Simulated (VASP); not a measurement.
# Rh12Cl in VASP: further runs

Runs on Rh12Cl. Level: PBE+D3(BJ). Tasks: single point.

Program: VASP 6.6.1. These are calculated values, not measurements. Logs are shortened: lines on timing, memory, paths and dates and some standing lists are left out, and cuts for length are marked.

### Step 1. The cell of the first run

The cell holds a slab with vacuum, 13 atoms: a = 5.365 Å, b = 5.365 Å, c = 21.694 Å, α = 90.00°, β = 90.00°, γ = 120.00°.

### Step 2. Single point, PBE+D3(BJ)

INCAR

```
SYSTEM = Rh12Cl
PREC = Accurate
ENCUT = 520
EDIFF = 1E-6
ISMEAR = 0
SIGMA = 0.1
LREAL = .False.
LASPH = .True.
NELM = 100
ALGO = Normal
ISIF = 2
LWAVE = .False.
LCHARG = .False.
LDIPOL = .True.
IDIPOL = 3
DIPOL = 0.5 0.5 0.302
GGA = PE
IVDW = 12
NBANDS = 106
```

KPOINTS

```
regular mesh
0
Gamma
  6 6 1
  0 0 0
```

POSCAR

```
Rh12Cl
1.0
    5.3650160462      0.0000000000      0.0000000000
   -2.6825080231      4.6462401878      0.0000000000
    0.0000000000      0.0000000000     21.6939918225
Rh Cl
12 1
Direct
    0.3333333333      0.1666666667      0.1843828482
    0.3333333333      0.6666666667      0.1843828482
    0.8333333333      0.1666666667      0.1843828482
    0.8333333333      0.6666666667      0.1843828482
    0.1666666667      0.3333333333      0.2833554855
    0.1666666667      0.8333333333      0.2833554855
    0.6666666667      0.3333333333      0.2833554855
    0.6666666667      0.8333333333      0.2833554855
    0.0000000000      0.0000000000      0.3823174587
    0.0000000000      0.5000000000      0.3823174587
    0.5000000000      0.0000000000      0.3823174587
    0.5000000000      0.5000000000      0.3823174587
    0.0000000000      0.0000000000      0.5252141660
```

Potentials or basis: VASP PAW PBE potentials, release 64 (Rh_pv, Cl).

Run with:

```console
> cat potpaw_PBE.64/Rh_pv/POTCAR potpaw_PBE.64/Cl/POTCAR > POTCAR
> mpirun -np 1 vasp_std > vasp.out
```

OUTCAR:

```text
SYSTEM = Rh12Cl
   PREC = Accurate
   ENCUT = 520
   EDIFF = 1E-6
   ISMEAR = 0
   LREAL = .False.
   LASPH = .True.
   NELM = 100
   ISIF = 2
   GGA = PE
   IVDW = 12
 IVDW          = 12

 ion  position               nearest neighbor table
   1  0.333  0.167  0.184-   5 2.65   7 2.65   6 2.65   3 2.68   3 2.68   2 2.68   2 2.68   4 2.68
                             4 2.68
   2  0.333  0.667  0.184-   6 2.65   8 2.65   5 2.65   4 2.68   4 2.68   3 2.68   1 2.68   1 2.68
                             3 2.68
   3  0.833  0.167  0.184-   7 2.65   5 2.65   8 2.65   1 2.68   1 2.68   2 2.68   4 2.68   4 2.68
                             2 2.68
   4  0.833  0.667  0.184-   8 2.65   6 2.65   7 2.65   2 2.68   2 2.68   1 2.68   3 2.68   3 2.68
                             1 2.68
   5  0.167  0.333  0.283-  12 2.65   9 2.65  10 2.65   1 2.65   3 2.65   2 2.65   7 2.68   7 2.68
                             6 2.68   6 2.68   8 2.68   8 2.68
   6  0.167  0.833  0.283-  11 2.65  10 2.65   9 2.65   2 2.65   4 2.65   1 2.65   8 2.68   8 2.68
                             7 2.68   5 2.68   5 2.68   7 2.68
   7  0.667  0.333  0.283-  10 2.65  11 2.65  12 2.65   3 2.65   1 2.65   4 2.65   5 2.68   5 2.68
                             6 2.68   8 2.68   8 2.68   6 2.68
   8  0.667  0.833  0.283-   9 2.65  12 2.65  11 2.65   4 2.65   2 2.65   3 2.65   6 2.68   6 2.68
                             5 2.68   7 2.68   7 2.68   5 2.68
   9  0.000  0.000  0.382-   8 2.65   5 2.65   6 2.65  11 2.68  11 2.68  12 2.68  10 2.68  10 2.68
                            12 2.68
  10  0.000  0.500  0.382-   7 2.65   6 2.65   5 2.65  12 2.68  12 2.68   9 2.68   9 2.68  11 2.68
                            11 2.68
  11  0.500  0.000  0.382-   6 2.65   7 2.65   8 2.65   9 2.68   9 2.68  12 2.68  12 2.68  10 2.68
                            10 2.68
  12  0.500  0.500  0.382-   5 2.65   8 2.65   7 2.65  10 2.68  10 2.68  11 2.68  11 2.68   9 2.68
                             9 2.68
  13  0.000  0.000  0.525-

  LATTYP: Found a hexagonal cell.
 ALAT       =     5.3650160462
 C/A-ratio  =     4.0436024116

  Lattice vectors:

 A1 = (   5.3650160462,   0.0000000000,   0.0000000000)
 A2 = (  -2.6825080231,   4.6462401878,   0.0000000000)
 A3 = (   0.0000000000,   0.0000000000,  21.6939918225)

Analysis of symmetry for initial positions (statically):
=====================================================================
 Subroutine PRICEL returns:
 Original cell was already a primitive cell.

 Routine SETGRP: Setting up the symmetry group for a
 hexagonal supercell.

 Subroutine GETGRP returns: Found  6 space group operations
 (whereof  6 operations were pure point group operations)
 out of a pool of 24 trial point group operations.

The static configuration has the point symmetry C_3v.

Analysis of symmetry for dynamics (positions and initial velocities):
=====================================================================
 Subroutine PRICEL returns:
 Original cell was already a primitive cell.

 Routine SETGRP: Setting up the symmetry group for a
 hexagonal supercell.

 Subroutine GETGRP returns: Found  6 space group operations
 (whereof  6 operations were pure point group operations)
 out of a pool of 24 trial point group operations.

The dynamic configuration has the point symmetry C_3v.

 Subroutine INISYM returns: Found  6 space group operations
 (whereof  6 operations are pure point group operations),
 and found     1 'primitive' translations

----------------------------------------------------------------------------------------

                                     Primitive cell

  volume of cell :     540.7695

  direct lattice vectors                    reciprocal lattice vectors
     5.365016046  0.000000000  0.000000000     0.186392732  0.107613894  0.000000000
    -2.682508023  4.646240188  0.000000000     0.000000000  0.215227788  0.000000000
     0.000000000  0.000000000 21.693991822     0.000000000  0.000000000  0.046095712

  length of vectors
     5.365016046  5.365016046 21.693991822     0.215227788  0.215227788  0.046095712

  position of ions in fractional coordinates (direct lattice)
     0.333333333  0.166666667  0.184382848
     0.333333333  0.666666667  0.184382848
     0.833333333  0.166666667  0.184382848
     0.833333333  0.666666667  0.184382848
     0.166666667  0.333333333  0.283355486
     0.166666667  0.833333333  0.283355486
     0.666666667  0.333333333  0.283355486
     0.666666667  0.833333333  0.283355486
[... 35 lines left out ...]
     0.000000000  0.000000000  0.046095712     0.000000000  0.000000000  1.000000000

  Length of vectors
     0.035871298  0.035871298  0.046095712

  Shift w.r.t. Gamma in fractional coordinates (k-lattice)
     0.000000000  0.000000000  0.000000000

 Subroutine IBZKPT returns following result:
 ===========================================

 Found      7 irreducible k-points:

 Following reciprocal coordinates:
            Coordinates               Weight
  0.000000  0.000000  0.000000      1.000000
  0.166667  0.000000  0.000000      6.000000
  0.333333  0.000000  0.000000      6.000000
  0.500000  0.000000  0.000000      3.000000
  0.166667  0.166667  0.000000      6.000000
  0.333333  0.166667  0.000000     12.000000
  0.333333  0.333333  0.000000      2.000000
   k-points           NKPTS =      7   k-points in BZ     NKDIM =      7   number of bands    NBANDS=    106
   number of dos      NEDOS =    301   number of ions     NIONS =     13
   total plane-waves  NPLWV = 259200
   dimension x,y,z NGX =    40 NGY =   40 NGZ =  162
   dimension x,y,z NGXF=    80 NGYF=   80 NGZF=  324
   ions per type =              12   1
   NGX,Y,Z   is equivalent  to a cutoff of  12.39, 12.39, 12.41 a.u.
   NGXF,Y,Z  is equivalent  to a cutoff of  24.79, 24.79, 24.83 a.u.
 SYSTEM =  Rh12Cl
   PREC   = accura    normal or accurate (medium, high low for compatibility)
   ISTART =      0    job   : 0-new  1-cont  2-samecut
   ICHARG =      2    charge: 1-file 2-atom 10-const
   ISPIN  =      1    spin polarized calculation?
   LNONCOLLINEAR =      F non collinear calculations
   LSORBIT =      F    spin-orbit coupling
   LASPH  =      T    aspherical Exc in radial PAW
   ENCUT  =  520.0 eV  38.22 Ry    6.18 a.u.   9.98  9.98 40.34*2*pi/ulx,y,z
   NELM   =    100;   NELMIN=  2; NELMDL= -5     # of ELM steps
   EDIFF  = 0.1E-05   stopping-criterion for ELM
   LREAL  =      F    real-space projection
[... 7 lines left out ...]
   TEBEG  =    0.0;   TEEND  =   0.0 temperature during run
   PSTRESS=    0.0 pullay stress
   NELECT =     187.0000    total number of electrons
   NUPDOWN=      -1.0000    fix difference up-down
   EMIN   =  10.00;   EMAX   =-10.00  energy-range for DOS
   EFERMI =   0.00;   METHOD = LEGACY
   ISMEAR =     0;   SIGMA  =   0.10  broadening in eV -4-tet -1-fermi 0-gaus
   EFERMI_NEDOS =   21; number of points for ismear=-14 and -15
   IALGO  =     38    algorithm
   IMIX   =      4    mixing-type and parameters
     AMIX     =   0.40;   BMIX     =  1.00
     AMIX_MAG =   1.60;   BMIX_MAG =  1.00
  volume/ion in A,a.u.               =      41.60       280.71
  Fermi-wavevector in a.u.,A,eV,Ry     =   1.149083  2.171452 17.965013  1.320391
  Thomas-Fermi vector in A             =   2.285754
   LORBIT       =      0    0 simple, 1 ext, 2 COOP (PROOUT), +10 PAW based schemes
   GGA     = PE    functional components
   LHFCALC =     F    Hartree Fock is set to
   AEXX    =    0.0000 exact exchange contribution
   IVDW    =    12    specifies the selected vdW correction
   LEPSILON=     F    determine dielectric tensor
   LRPA    =     F    only Hartree local field effects (RPA)
 non-spin polarized calculation
 Gauss-broadening in eV      SIGMA  =   0.10
  energy-cutoff  :      520.00
  volume of cell :      540.77
 maximum number of plane-waves:     14604
 NGX is ok and might be reduce to    40
   NGX = 19   NGY = 19   NGZ = 81

 dipolmoment           0.000000      0.000000     -0.061162 electrons x Angstroem

 number of electron     187.0000006 magnetization

 dipolmoment           0.000000      0.000000      0.390320 electrons x Angstroem

 Free energy of the ion-electron system (eV)
  ---------------------------------------------------
  ext. energy  EPLUGINS =         0.00000000
  ---------------------------------------------------
  free energy    TOTEN  =       -82.70608155 eV

  energy without entropy =      -82.60651540  energy(sigma->0) =      -82.65629847

 E-fermi :  -0.4068     XC(G=0):  -5.6058

 val. band max:       -0.4130866623   @ k =   0.3333   0.3333   0.0000
 cond. band min:      -0.3771050515   @ k =   0.1667   0.0000   0.0000
 fundamental gap:      0.0359816108
 Fermi energy:        -0.4068101755

 k-point     1 :       0.0000    0.0000    0.0000
  band No.  band energies     occupation
      1     -47.6259      2.00000
      2     -47.6105      2.00000
      3     -47.6105      2.00000
      4     -47.5039      2.00000
      5     -47.4122      2.00000
      6     -47.4122      2.00000
[... 745 lines left out ...]
    104       0.4133      0.00000
    105       0.4244      0.00000
 [bands above 105 left out]

------------------------ aborting loop because EDIFF is reached ----------------------------------------

 vacuum level on the upper side and lower side of the slab       (xc-potential included)         1.383        -1.380

 Edisp (eV)   -5.43026

 E8    (eV) :    -2.5313

  FORCE on cell =-STRESS in cart. coord.  units (eV):
  Direction    XX          YY          ZZ          XY          YZ          ZX
  --------------------------------------------------------------------------------------
  -------------------------------------------------------------------------------------
  Total      -5.75448    -5.75448    -6.89516     0.00000    -0.00000    -0.00000
  in kB     -17.04922   -17.04922   -20.42879     0.00000    -0.00000    -0.00000
  external pressure =      -18.18 kB  Pullay stress =        0.00 kB

 VOLUME and BASIS-vectors are now :
 -----------------------------------------------------------------------------
  energy-cutoff  :      520.00
  volume of cell :      540.77
      direct lattice vectors                 reciprocal lattice vectors
     5.365016046  0.000000000  0.000000000     0.186392732  0.107613894  0.000000000
    -2.682508023  4.646240188  0.000000000     0.000000000  0.215227788  0.000000000
     0.000000000  0.000000000 21.693991822     0.000000000  0.000000000  0.046095712

 POSITION                                       TOTAL-FORCE (eV/Angst)
 -----------------------------------------------------------------------------------
      1.34125      0.77437      4.00000        -0.024368     -0.014069      0.001669
     -0.00000      3.09749      4.00000        -0.000000      0.000000     -0.072223
      4.02376      0.77437      4.00000         0.024368     -0.014069      0.001669
      2.68251      3.09749      4.00000        -0.000000      0.028138      0.001669
      0.00000      1.54875      6.14711         0.000000     -0.042317      0.148173
     -1.34125      3.87187      6.14711        -0.036648      0.021159      0.148173
      2.68251      1.54875      6.14711         0.000000      0.000000     -0.025635
      1.34125      3.87187      6.14711         0.036648      0.021159      0.148173
      0.00000      0.00000      8.29399        -0.000000      0.000000      1.375157
     -1.34125      2.32312      8.29399         0.029576      0.017076      0.091353
      2.68251      0.00000      8.29399         0.000000     -0.034151      0.091353
      1.34125      2.32312      8.29399        -0.029576      0.017076      0.091353
      0.00000      0.00000     11.39399         0.000000      0.000000     -2.000887
 -----------------------------------------------------------------------------------
    total drift:                               -0.000000     -0.000000     -0.001969

  FREE ENERGIE OF THE ION-ELECTRON SYSTEM (eV)
  ---------------------------------------------------
  free  energy   TOTEN  =       -88.1363443874 eV

  energy  without entropy=      -88.0367782376  energy(sigma->0) =      -88.08656131

 vacuum level on the upper side and lower side of the slab         7.442         4.610
```

Wall time 15 min (1 thread of Intel Xeon 6975P-C (Granite Rapids), shared host); peak memory 0.7 GiB.

What came out:

```
Free energy                : -88.1363 eV
Largest force              : 2.001 eV/Å
Band gap on the k mesh     : zero (an odd number of electrons rules out a gap without spin polarisation)
Dispersion energy per atom : -0.418 eV
```

Forces in eV/Å, atoms in the order of the input:
```
Rh  -0.024 -0.014  0.002
Rh   0.000  0.000 -0.072
Rh   0.024 -0.014  0.002
Rh   0.000  0.028  0.002
Rh   0.000 -0.042  0.148
Rh  -0.037  0.021  0.148
Rh   0.000  0.000 -0.026
Rh   0.037  0.021  0.148
Rh   0.000  0.000  1.375
Rh   0.030  0.017  0.091
Rh   0.000 -0.034  0.091
Rh  -0.030  0.017  0.091
Cl   0.000  0.000 -2.001
```

### Step 3. Single point, PBE+D3(BJ)

INCAR

```
ALGO     = Normal         # electronic algorithm
DIPOL    = 0.5 0.5 0.302
EDIFF    = 1E-7           # SCF threshold, eV
ENCUT    = 520            # plane-wave cutoff, eV
GGA      = PE             # functional
IDIPOL   = 3            
ISIF     = 2              # what is computed and relaxed
ISMEAR   = 0              # smearing method
IVDW     = 12             # dispersion correction
LASPH    = T              # aspherical terms in the spheres
LCHARG   = F              # write CHGCAR
LDIPOL   = T            
LREAL    = F              # projectors in reciprocal space
LWAVE    = F              # write WAVECAR
NBANDS   = 106            # bands
NELM     = 80             # most SCF steps
PREC     = Accurate       # precision mode
SIGMA    = 0.1            # smearing width, eV
```

KPOINTS

```
k-points
0
Gamma
  6 6 1
```

POSCAR: that of step 2 with these lines changed.

```diff
@@ -20,2 +20,2 @@
     0.5000000000      0.5000000000      0.3823174587
-    0.0000000000      0.0000000000      0.5252141660
+    0.1666666667      0.3333333333      0.5252141660
```

Potentials or basis: VASP PAW PBE potentials, release 64 (Rh_pv, Cl).

Run with:

```console
> cat potpaw_PBE.64/Rh_pv/POTCAR potpaw_PBE.64/Cl/POTCAR > POTCAR
> mpirun -np 1 vasp_std > vasp.out
```

It took 16 min on 1 thread of Intel Xeon 6975P-C (Granite Rapids), shared host; peak memory 0.72 GiB.

It converged, with:

```yaml
Free_energy: -88.0749 eV
Largest_force: 1.847 eV/Å
Band_gap_on_the_k_mesh: zero (an odd number of electrons rules out a gap without spin polarisation)
Dispersion_energy_per_atom: -0.418 eV
```

Forces in eV/Å, atoms in the order of the input:
```
Rh   0.005 -0.003 -0.019
Rh   0.000  0.005 -0.019
Rh  -0.005 -0.003 -0.019
Rh   0.000  0.000  0.022
Rh   0.000  0.000 -0.001
Rh  -0.055 -0.032  0.136
Rh   0.000  0.063  0.136
Rh   0.055 -0.032  0.136
Rh   0.000  0.188  0.496
Rh   0.163 -0.094  0.496
Rh   0.000  0.000 -0.013
Rh  -0.163 -0.094  0.496
Cl   0.000  0.000 -1.847
```

Levels at points of the mesh, in eV from the Fermi level:
| k point | band 92 | band 93 | band 94 | band 95 | band 96 | band 97 | band 98 | band 99 |
| --- | --- | --- | --- | --- | --- | --- | --- | --- |
| (0.00, 0.00, 0.00) | 0.33 | 0.42 | 0.42 | 0.56 | 0.56 | 0.56 | 1.01 | 1.01 |
| (0.50, 0.00, 0.00) | -0.65 | -0.38 | -0.35 | -0.34 | -0.28 | 0.16 | 0.26 | 0.33 |

The gap in the log of VASP goes by the Fermi energy; the results here count the filled bands.